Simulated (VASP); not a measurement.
# Al (I4/mmm) in VASP: notebook

Al is run at these levels: PBE; tasks: single point.

Program: VASP 6.6.1. These are calculated values, not measurements. Logs are shortened: lines on timing, memory, paths and dates and some standing lists are left out, and cuts for length are marked.

### Step 1. The cell of the first run

It takes space group I4/mmm (No. 139, tetragonal). Conventional cell: a = 2.862 Å, b = 2.862 Å, c = 3.805 Å, α = 90.00°, β = 90.00°, γ = 90.00°. Within 3.7 Å of Al (site symmetry 4/mmm) lie 12 Al at 2.78 to 2.86 Å.

### Step 2. Single point, PBE (strain -0.0600 x Voigt [0, 0, 1, 0, 0, 0])

Contents of INCAR:

```
  ALGO = Normal
  EDIFF = 1E-6
  ENCUT = 520
  GGA = PE
  ISIF = 2
  ISMEAR = 0
  LASPH = True
  LCHARG = False
  LREAL = False
  LWAVE = False
  NBANDS = 8
  NELM = 60
  PREC = Accurate
  SIGMA = 0.15
```

Contents of KPOINTS:

```
k-points
0
Gamma
  20 20 20
```

Contents of POSCAR:

```
Al
1.0
    0.0000000000      2.0239800000      1.9025412000
    2.0239800000      0.0000000000      1.9025412000
    2.0239800000      2.0239800000      0.0000000000
Al
1
Direct
    0.0000000000      0.0000000000      0.0000000000
```

Potentials or basis: VASP PAW PBE potentials, release 64 (Al).

Command:

```sh
cat potpaw_PBE.64/Al/POTCAR > POTCAR
mpirun -np 1 vasp_std > vasp.out
```

OUTCAR:

```text
EDIFF = 1E-6
   ENCUT = 520
   GGA = PE
   ISIF = 2
   ISMEAR = 0
   LASPH = True
   LREAL = False
   NELM = 60
   PREC = Accurate

 ion  position               nearest neighbor table
   1  0.000  0.000  0.000-

  LATTYP: Found a body centered tetragonal cell.
 ALAT       =     2.8623399660
 C/A-ratio  =     1.3293607486

  Lattice vectors:

 A1 = (   0.0000000000,  -2.0239800000,  -1.9025412000)
 A2 = (   0.0000000000,   2.0239800000,  -1.9025412000)
 A3 = (   2.0239800000,   0.0000000000,   1.9025412000)

Analysis of symmetry for initial positions (statically):
=====================================================================
 Subroutine PRICEL returns:
 Original cell was already a primitive cell.

 Routine SETGRP: Setting up the symmetry group for a
 body centered tetragonal supercell.

 Subroutine GETGRP returns: Found 16 space group operations
 (whereof 16 operations were pure point group operations)
 out of a pool of 16 trial point group operations.

The static configuration has the point symmetry D_4h.

Analysis of symmetry for dynamics (positions and initial velocities):
=====================================================================
 Subroutine PRICEL returns:
 Original cell was already a primitive cell.

 Routine SETGRP: Setting up the symmetry group for a
 body centered tetragonal supercell.

 Subroutine GETGRP returns: Found 16 space group operations
 (whereof 16 operations were pure point group operations)
 out of a pool of 16 trial point group operations.

The dynamic configuration has the point symmetry D_4h.

 Subroutine INISYM returns: Found 16 space group operations
 (whereof 16 operations are pure point group operations),
 and found     1 'primitive' translations

----------------------------------------------------------------------------------------

                                     Primitive cell

  volume of cell :      15.5875

  direct lattice vectors                    reciprocal lattice vectors
     0.000000000  2.023980000  1.902541200    -0.247038014  0.247038014  0.262806398
     2.023980000  0.000000000  1.902541200     0.247038014 -0.247038014  0.262806398
     2.023980000  2.023980000  0.000000000     0.247038014  0.247038014 -0.262806398

  length of vectors
     2.777797339  2.777797339  2.862339966     0.437175896  0.437175896  0.437175896

  position of ions in fractional coordinates (direct lattice)
     0.000000000  0.000000000  0.000000000

[... 72 lines left out ...]
   LASPH  =      T    aspherical Exc in radial PAW
   ENCUT  =  520.0 eV  38.22 Ry    6.18 a.u.   5.16  5.16  5.32*2*pi/ulx,y,z
   NELM   =     60;   NELMIN=  2; NELMDL= -5     # of ELM steps
   EDIFF  = 0.1E-05   stopping-criterion for ELM
   LREAL  =      F    real-space projection
   EDIFFG = 0.1E-04   stopping-criterion for IOM
   NSW    =      0    number of steps for IOM
   IBRION =     -1    ionic relax: 0-MD 1-quasi-New 2-CG
   NFREE  =      0    steps in history (QN), initial steepest desc. (CG)
   ISIF   =      2    stress and relaxation
   ISYM   =      2    0-nonsym 1-usesym 2-fastsym
   POTIM  = 0.5000    time-step for ionic-motion
   TEBEG  =    0.0;   TEEND  =   0.0 temperature during run
   PSTRESS=    0.0 pullay stress
   NELECT =       3.0000    total number of electrons
   NUPDOWN=      -1.0000    fix difference up-down
   EMIN   =  10.00;   EMAX   =-10.00  energy-range for DOS
   EFERMI =   0.00;   METHOD = LEGACY
   ISMEAR =     0;   SIGMA  =   0.15  broadening in eV -4-tet -1-fermi 0-gaus
   EFERMI_NEDOS =   21; number of points for ismear=-14 and -15
   IALGO  =     38    algorithm
   IMIX   =      4    mixing-type and parameters
     AMIX     =   0.40;   BMIX     =  1.00
     AMIX_MAG =   1.60;   BMIX_MAG =  1.00
  volume/ion in A,a.u.               =      15.59       105.19
  Fermi-wavevector in a.u.,A,eV,Ry     =   0.945199  1.786166 12.155451  0.893400
  Thomas-Fermi vector in A             =   2.073077
   LORBIT       =      0    0 simple, 1 ext, 2 COOP (PROOUT), +10 PAW based schemes
   GGA     = PE    functional components
   LHFCALC =     F    Hartree Fock is set to
   AEXX    =    0.0000 exact exchange contribution
   IVDW    =     0    specifies the selected vdW correction
   LEPSILON=     F    determine dielectric tensor
   LRPA    =     F    only Hartree local field effects (RPA)
 non-spin polarized calculation
 Gauss-broadening in eV      SIGMA  =   0.15
  energy-cutoff  :      520.00
  volume of cell :       15.59
 maximum number of plane-waves:       439
 NGX is ok and might be reduce to    24
   NGX = 11   NGY = 11   NGZ = 11

 number of electron       3.0000000 magnetization

 Free energy of the ion-electron system (eV)
  ---------------------------------------------------
  ext. energy  EPLUGINS =         0.00000000
  ---------------------------------------------------
  free energy    TOTEN  =        -3.72764933 eV

  energy without entropy =       -3.72355701  energy(sigma->0) =       -3.72560317

 E-fermi :   8.5994     XC(G=0): -10.4042

 val. band max:        8.5928377014   @ k =  -0.4000   0.4000   0.2000
 cond. band min:       8.5999271179   @ k =   0.4000   0.1000   0.0500
 fundamental gap:      0.0070894165
 Fermi energy:         8.5993871182

 k-point     1 :       0.0000    0.0000    0.0000
  band No.  band energies     occupation
      1      -2.9265      2.00000
      2      21.3727      0.00000
      3      21.3727      0.00000
      4      22.0473      0.00000
      5      23.3685      0.00000
      6      23.5819      0.00000
      7      23.5819      0.00000
      8      25.5543      0.00000
[... 243 lines left out ...]
 k-point    24 :      -0.3500    0.0500    0.0000
  band No.  band energies     occupation
      1       0.8311      2.00000
      2       8.1593      1.99997
      3      19.1748      0.00000
      4      20.0384      0.00000
      5      20.4516      0.00000
      6      22.0115      0.00000
      7      23.8822      0.00000
      8      28.2406      0.00000

 [... further k-points ...]
[... 5 lines left out ...]
  --------------------------------------------------------------------------------------
  -------------------------------------------------------------------------------------
  Total        0.3750305      0.3750305      0.7862841      0.0000000      0.0000000     -0.0000000
  in kB       38.5479004     38.5479004     80.8190146      0.0000000      0.0000000     -0.0000000
  external PRESSURE =      52.6382718 kB  Pullay stress =       0.0000000 kB

 VOLUME and BASIS-vectors are now :
 -----------------------------------------------------------------------------
  energy-cutoff  :      520.00
  volume of cell :       15.59
      direct lattice vectors                 reciprocal lattice vectors
     0.000000000  2.023980000  1.902541200    -0.247038014  0.247038014  0.262806398
     2.023980000  0.000000000  1.902541200     0.247038014 -0.247038014  0.262806398
     2.023980000  2.023980000  0.000000000     0.247038014  0.247038014 -0.262806398

 POSITION                                       TOTAL-FORCE (eV/Angst)
 -----------------------------------------------------------------------------------
      0.00000      0.00000      0.00000         0.000000     -0.000000      0.000000
 -----------------------------------------------------------------------------------
    total drift:                               -0.000000      0.000000     -0.000000

  FREE ENERGIE OF THE ION-ELECTRON SYSTEM (eV)
  ---------------------------------------------------
  free  energy   TOTEN  =        -3.7276493289 eV

  energy  without entropy=       -3.7235570112  energy(sigma->0) =       -3.72560317
```

It took 20 s on 1 thread of Intel Xeon 6975P-C (Granite Rapids), shared host; peak memory 0.18 GiB.

Results:

```yaml
Free_energy: -3.7276 eV
Pressure: 5.3 GPa
```

Stress tensor (GPa, compression positive):
```
3.85 0.00 0.00
0.00 3.85 0.00
0.00 0.00 8.08
```

Caveat: the cell differs from its parent crystal (strain -0.0600 x Voigt [0, 0, 1, 0, 0, 0]).

### Step 3. Single point, PBE (strain -0.0450 x Voigt [0, 0, 1, 0, 0, 0])

Contents of INCAR:

```
PREC = Accurate
ENCUT = 520
EDIFF = 1E-6
ISMEAR = 0
SIGMA = 0.15
LREAL = False
LASPH = True
NELM = 80
ALGO = Normal
ISIF = 2
LWAVE = False
LCHARG = False
GGA = PE
NBANDS = 8
```

Contents of KPOINTS:

```
regular mesh
0
Gamma
  20 20 20
```

Contents of POSCAR:

```
Al
1.0
    0.0000000000      2.0239800000      1.9329009000
    2.0239800000      0.0000000000      1.9329009000
    2.0239800000      2.0239800000      0.0000000000
Al
1
Direct
    0.0000000000      0.0000000000      0.0000000000
```

Potentials or basis: VASP PAW PBE potentials, release 64 (Al).

Command:

```sh
cat potpaw_PBE.64/Al/POTCAR > POTCAR
mpirun -np 1 vasp_std > vasp.out
```

Wall time 20 s (1 thread of Intel Xeon 6975P-C (Granite Rapids), shared host); peak memory 0.18 GiB.

It converged, with:

```yaml
Free_energy: -3.7382 eV
Pressure: 3.6 GPa
```

Stress tensor (GPa, compression positive):
```
2.68 0.00 0.00
0.00 2.68 0.00
0.00 0.00 5.41
```

Levels at points of the mesh, in eV from the Fermi level:
```tsv
k point	band 1	band 2	band 3	band 4	band 5
(0.00, 0.00, 0.00)	-11.43	12.70	12.70	13.20	14.56
(0.50, 0.00, 0.00)	-4.76	-4.43	11.12	11.28	12.09
(0.50, 0.50, 0.00)	-2.55	-0.97	4.90	5.21	5.21
(0.50, 0.00, 0.50)	-3.26	-1.94	5.47	5.94	6.25
```

Caveat: the cell differs from its parent crystal (strain -0.0450 x Voigt [0, 0, 1, 0, 0, 0]).
